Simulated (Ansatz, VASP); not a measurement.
One calculation of TaSi2, two programs

INCAR

```
ALGO     = Normal         # electronic algorithm
EDIFF    = 1E-7           # SCF threshold, eV
ENCUT    = 520            # plane-wave cutoff, eV
GGA      = PS             # functional
ISIF     = 2              # what is computed and relaxed
ISMEAR   = 0              # smearing method
LASPH    = True           # aspherical terms in the spheres
LCHARG   = True           # write CHGCAR
LELF     = True           # ELF
LREAL    = False          # projectors in reciprocal space
LVHAR    = True         
LWAVE    = False          # write WAVECAR
NBANDS   = 38             # bands
NELM     = 80             # most SCF steps
PREC     = Accurate       # precision mode
SIGMA    = 0.15           # smearing width, eV
```

File KPOINTS:

```
k-points
0
Gamma
  12 12 6
```

Contents of POSCAR:

```
TaSi2
1.0
    4.7609902391      0.0000000000      0.0000000000
   -2.3804951195      4.1231384942      0.0000000000
    0.0000000000      0.0000000000      6.5561430408
Ta Si
3 6
Direct
    0.4927239893     -0.0145520215      0.0000000000
    0.4927239893      0.5072760107      0.6666666667
    0.0145520215      0.5072760107      0.3333333333
    0.1537730065      0.3075460131      0.0000000000
    0.8352074989      0.1647925011      0.6666666667
    0.6924539869      0.8462269935      0.3333333333
    0.8352074989      0.6704149977      0.0000000000
    0.1537730065      0.8462269935      0.6666666667
    0.3295850023      0.1647925011      0.3333333333
```

Input for Ansatz:

```yaml
crystal:
  lattice:
    - [4.7609902391, 0.0, 0.0]
    - [-2.3804951195, 4.1231384942, 0.0]
    - [0.0, 0.0, 6.5561430408]
  atoms:
    - { symbol: Ta, position: [0.4927239893, -0.0145520215, 0.0] }
    - { symbol: Ta, position: [0.4927239893, 0.5072760107, 0.6666666667] }
    - { symbol: Ta, position: [0.0145520215, 0.5072760107, 0.3333333333] }
    - { symbol: Si, position: [0.1537730065, 0.3075460131, 0.0] }
    - { symbol: Si, position: [0.8352074989, 0.1647925011, 0.6666666667] }
    - { symbol: Si, position: [0.6924539869, 0.8462269935, 0.3333333333] }
    - { symbol: Si, position: [0.8352074989, 0.6704149977, 0.0] }
    - { symbol: Si, position: [0.1537730065, 0.8462269935, 0.6666666667] }
    - { symbol: Si, position: [0.3295850023, 0.1647925011, 0.3333333333] }
basis:
  ecutwfc: 420
kpoints:
  mp_grid: { grid: [12, 12, 6] }
hamiltonian:
  xc: pbesol
scf:
  occupations: { method: gaussian, width: 0.15 }
output:
  forces: true
  stress: true
  eigenvalues: true
```

Change from the starting cell: mode 4 (106.9 1/cm) frozen in, largest displacement -0.060 Å.

Alike in both runs: task single point; functional PBEsol; k mesh 12 × 12 × 6; occupations gaussian, width 0.15 eV; no spin polarisation.

|  | VASP | Ansatz |
| --- | --- | --- |
| version | VASP 6.6.1 | Ansatz 0.2.0 |
| potentials or method | VASP PAW PBE potentials, release 64 (Ta_pv, Si), cutoff 520 eV | scalar-relativistic, plane waves, PAW |
| valence electrons in the cell | 57 | 63 |

VASP gave:

| Item | Value |
| --- | --- |
| gap on the k mesh at the Fermi level (eV) | none |
| pressure (GPa) | 0.4 |
| traceless stress, the component that is largest in VASP (GPa) | 0.09 |
| rms of the force components (eV/Å) | 0.155 |

Q: What did Ansatz give for the same quantities?

A: gap on the k mesh at the Fermi level (eV): none; pressure (GPa): 0.1; traceless stress, the component that is largest in VASP (GPa): 0.03; rms of the force components (eV/Å): 0.155.

VASP's potentials were made for PBE, not for PBEsol. Atom by atom the forces differ by 0.001 eV/Å (rms over components). A gap of «none» marks a metal or a gap that the smearing closes. The functional is the same, so the differences come from potentials, cutoffs and numerics. VASP's potentials hold 57 valence electrons a cell and Ansatz's 63, so a difference there can come from the potentials and not from the codes.

Neither program's run includes spin-orbit coupling.
